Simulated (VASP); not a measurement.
A run of VASP 6.6.1:

The input INCAR:

```
SYSTEM = BN
PREC = Accurate ; ENCUT = 520
EDIFF = 1E-6 ; ISMEAR = 0
SIGMA = 0.05 ; LREAL = .FALSE.
LASPH = .TRUE. ; NELM = 60
ALGO = Normal ; ISIF = 2
LWAVE = .FALSE. ; LCHARG = .TRUE.
GGA = PE ; LELF = .TRUE.
LVHAR = .TRUE. ; NBANDS = 36
```

KPOINTS

```
Automatic mesh
0
G
  10 10 2
  0 0 0
```

File POSCAR:

```
BN
1.0
   -2.5539396017      0.0000000000      0.0000000000
   -1.2769698008     -2.2117765748      0.0000000000
    0.0000000000      0.0000000000     12.3805650000
B N
6 6
Direct
    0.6666666667      0.6666666667      0.2345913547
    0.6666666667      0.6666666667      0.5760018638
    0.6666666667      0.6666666667      0.9174123729
    0.3333333333      0.3333333333      0.0638861001
    0.3333333333      0.3333333333      0.4052966092
    0.3333333333      0.3333333333      0.7467071184
    0.6666666667      0.6666666667      0.1067508724
    0.6666666667      0.6666666667      0.4481613815
    0.6666666667      0.6666666667      0.7895718906
    0.3333333333      0.3333333333      0.9602771452
    0.3333333333      0.3333333333      0.2774561269
    0.3333333333      0.3333333333      0.6188666361
```

Potentials or basis: VASP PAW PBE potentials, release 64 (B, N).

Launch:

```console
$ cat potpaw_PBE.64/B/POTCAR potpaw_PBE.64/N/POTCAR > POTCAR
$ mpirun -np 1 vasp_std > vasp.out
```

Hardware: 1 thread of Intel(R) Xeon(R) 6975P-C (Granite Rapids), with other jobs on the host.

Problem. How long does it take, and how much memory?

Solution. Run time: 35 s on 1 thread of Intel(R) Xeon(R) 6975P-C (Granite Rapids), with other jobs on the host, peak memory 0.2 GiB. Counts: scf iterations 15, k points 28.
